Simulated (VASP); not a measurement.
# WI6 (Fm-3m) in VASP: notebook, part 2 of 2

VASP 6.6.1.

**3. Single point, PBE (53.64 Å³/atom)**

This run uses another cell than the first one, of 53.64 Å³/atom.

The input, INCAR:

```
PREC     = Accurate       # precision mode
ENCUT    = 520            # plane-wave cutoff, eV
EDIFF    = 1E-6           # SCF threshold, eV
ISMEAR   = 0              # smearing method
SIGMA    = 0.01           # smearing width, eV
LREAL    = F              # projectors in reciprocal space
LASPH    = T              # aspherical terms in the spheres
NELM     = 60             # most SCF steps
ALGO     = Normal         # electronic algorithm
ISIF     = 2              # what is computed and relaxed
LWAVE    = F              # write WAVECAR
LCHARG   = F              # write CHGCAR
GGA      = PE             # functional
NBANDS   = 37             # bands
```

The input, KPOINTS:

```
Automatic mesh
0
Gamma
  6 6 6
```

The input, POSCAR:

```
WI6
1.0
    0.0000000000      5.7260101888      5.7260101888
    5.7260101888      0.0000000000      5.7260101888
    5.7260101888      5.7260101888      0.0000000000
W I
1 6
Direct
    0.0000000000      0.0000000000      0.0000000000
    0.7633912946      0.2366087054      0.2366087054
    0.2366087054      0.7633912946      0.7633912946
    0.2366087054      0.7633912946      0.2366087054
    0.7633912946      0.2366087054      0.7633912946
    0.2366087054      0.2366087054      0.7633912946
    0.7633912946      0.7633912946      0.2366087054
```

Potentials or basis: VASP PAW PBE potentials, release 64 (W_sv, I).

The run is started by

```
cat potpaw_PBE.64/W_sv/POTCAR potpaw_PBE.64/I/POTCAR > POTCAR
mpirun -np 1 vasp_std > vasp.out
```

OUTCAR:

```text
PREC = Accurate
   ENCUT = 520
   EDIFF = 1E-6
   ISMEAR = 0
   LREAL = F
   LASPH = T
   NELM = 60
   ISIF = 2
   GGA = PE

 ion  position               nearest neighbor table
   1  0.000  0.000  0.000-   2 2.71   3 2.71   4 2.71   5 2.71   6 2.71   7 2.71
   2  0.763  0.237  0.237-   1 2.71
   3  0.237  0.763  0.763-   1 2.71
   4  0.237  0.763  0.237-   1 2.71
   5  0.763  0.237  0.763-   1 2.71
   6  0.237  0.237  0.763-   1 2.71
   7  0.763  0.763  0.237-   1 2.71

  LATTYP: Found a face centered cubic cell.
 ALAT       =    11.4520203776

  Lattice vectors:

 A1 = (   0.0000000000,   5.7260101888,   5.7260101888)
 A2 = (   5.7260101888,   0.0000000000,   5.7260101888)
 A3 = (   5.7260101888,   5.7260101888,   0.0000000000)

Analysis of symmetry for initial positions (statically):
=====================================================================
 Subroutine PRICEL returns:
 Original cell was already a primitive cell.
[... 172 lines left out ...]

 val. band max:        0.5314144742   @ k =   0.0000   0.0000   0.0000
 cond. band min:       0.6622470688   @ k =   0.5000   0.5000   0.0000
 fundamental gap:      0.1308325946
 Fermi energy:         0.5993206397

 k-point     1 :       0.0000    0.0000    0.0000
  band No.  band energies     occupation
      1     -75.0317      2.00000
      2     -39.0977      2.00000
      3     -39.0977      2.00000
      4     -39.0977      2.00000
      5     -11.9624      2.00000
      6     -11.1517      2.00000
[... 629 lines left out ...]
     36       7.0091      0.00000
     37       7.1215      0.00000

------------------------ aborting loop because EDIFF is reached ----------------------------------------

  FORCE on cell =-STRESS in cart. coord.  units (eV):
  Direction    XX          YY          ZZ          XY          YZ          ZX
  --------------------------------------------------------------------------------------
  -------------------------------------------------------------------------------------
  Total        0.1694410      0.1694410      0.1694410     -0.0000000      0.0000000     -0.0000000
  in kB        0.7230076      0.7230076      0.7230076     -0.0000000      0.0000000     -0.0000000
  external PRESSURE =       0.7230076 kB  Pullay stress =       0.0000000 kB

 VOLUME and BASIS-vectors are now :
 -----------------------------------------------------------------------------
  energy-cutoff  :      520.00
  volume of cell :      375.48
      direct lattice vectors                 reciprocal lattice vectors
     0.000000000  5.726010189  5.726010189    -0.087320837  0.087320837  0.087320837
     5.726010189  0.000000000  5.726010189     0.087320837 -0.087320837  0.087320837
     5.726010189  5.726010189  0.000000000     0.087320837  0.087320837 -0.087320837

 POSITION                                       TOTAL-FORCE (eV/Angst)
 -----------------------------------------------------------------------------------
      0.00000      0.00000      0.00000        -0.000000     -0.000000     -0.000000
      2.70965      5.72601      5.72601         0.000585     -0.000000      0.000000
      8.74237      5.72601      5.72601        -0.000585     -0.000000      0.000000
      5.72601      2.70965      5.72601         0.000000      0.000585      0.000000
      5.72601      8.74237      5.72601         0.000000     -0.000585      0.000000
      5.72601      5.72601      2.70965         0.000000     -0.000000      0.000585
      5.72601      5.72601      8.74237         0.000000     -0.000000     -0.000585
 -----------------------------------------------------------------------------------
    total drift:                                0.000000      0.000000      0.000000

  FREE ENERGIE OF THE ION-ELECTRON SYSTEM (eV)
  ---------------------------------------------------
  free  energy   TOTEN  =       -22.1618334837 eV

  energy  without entropy=      -22.1618334837  energy(sigma->0) =      -22.16183348
```

Wall time 3.1 min (1 thread of Intel Xeon 6975P-C (Granite Rapids), shared host); peak memory 0.58 GiB.

Results:

```yaml
Free_energy: -22.1618 eV
Pressure: 0.1 GPa
Band_gap_on_the_k_mesh: 0.13 eV (least direct gap 0.14 eV)
```

Caveat: spin-orbit coupling is left out, which moves the levels of the heavy elements.

**4. Single point, PBE (60.83 Å³/atom)**

This run uses another cell than the first one, of 60.83 Å³/atom.

The input, INCAR:

```
SYSTEM = WI6
PREC     = Accurate       ! precision mode
ENCUT    = 520            ! plane-wave cutoff, eV
EDIFF    = 1E-7           ! SCF threshold, eV
ISMEAR   = 0              ! smearing method
SIGMA    = 0.01           ! smearing width, eV
LREAL    = .False.        ! projectors in reciprocal space
LASPH    = .True.         ! aspherical terms in the spheres
NELM     = 80             ! most SCF steps
ALGO     = Normal         ! electronic algorithm
ISIF     = 2              ! what is computed and relaxed
LWAVE    = .False.        ! write WAVECAR
LCHARG   = .False.        ! write CHGCAR
GGA      = PE             ! functional
NBANDS   = 37             ! bands
```

The input, KPOINTS:

```
Automatic mesh
0
Gamma
  6 6 6
  0 0 0
```

The input, POSCAR:

```
WI6
1.0
    0.0000000000      5.9711653847      5.9711653847
    5.9711653847      0.0000000000      5.9711653847
    5.9711653847      5.9711653847      0.0000000000
W I
1 6
Direct
    0.0000000000      0.0000000000      0.0000000000
    0.7729487589      0.2270512411      0.2270512411
    0.2270512411      0.7729487589      0.7729487589
    0.2270512411      0.7729487589      0.2270512411
    0.7729487589      0.2270512411      0.7729487589
    0.2270512411      0.2270512411      0.7729487589
    0.7729487589      0.7729487589      0.2270512411
```

The run is started by

```
cat potpaw_PBE.64/W_sv/POTCAR potpaw_PBE.64/I/POTCAR > POTCAR
mpirun -np 1 vasp_std > vasp.out
```

Run time: 8.2 min. Hardware: 1 thread of AMD EPYC 7R43 (Zen 3), shared host; peak memory 0.69 GiB.

Results (log left out):

```
Free energy            : -22.1502 eV
Pressure               : -0.1 GPa
Band gap on the k mesh : 0.34 eV (least direct gap 0.34 eV)
```

Levels at points of the mesh, in eV from the valence-band top:
```csv
k point,band 26,band 27,band 28,band 29,band 30,band 31
"(0.00, 0.00, 0.00)",0.00,0.00,0.00,0.35,0.35,0.35
"(0.50, 0.00, 0.00)",-0.30,-0.30,-0.19,0.47,0.55,0.55
"(0.50, 0.50, 0.00)",-0.51,-0.51,-0.01,0.34,0.74,0.74
```

Caveat: spin-orbit coupling is left out, which moves the levels of the heavy elements. A k mesh can miss the band edges.

**5. Summary**

| cell | gap on the mesh (eV) | pressure (GPa) |
| --- | --- | --- |
| a = 8.013 Å, angles 60.0°, 7 atoms, atomic positions A | 0.07 | 0.2 |
| a = 8.098 Å, angles 60.0°, 7 atoms, atomic positions B | 0.13 | 0.1 |
| a = 8.445 Å, angles 60.0°, 7 atoms, atomic positions C | 0.34 | -0.1 |

Alike in all rows: task single point; level PBE; potentials or basis VASP PAW PBE potentials, release 64 (W_sv, I); no spin polarisation; k mesh 6 × 6 × 6; cutoff (eV) 520; smearing gaussian 0.01 eV.

Caveats: spin-orbit coupling is left out, which moves the levels of the heavy elements.

Absolute energies hang on the potentials; compare differences alone.
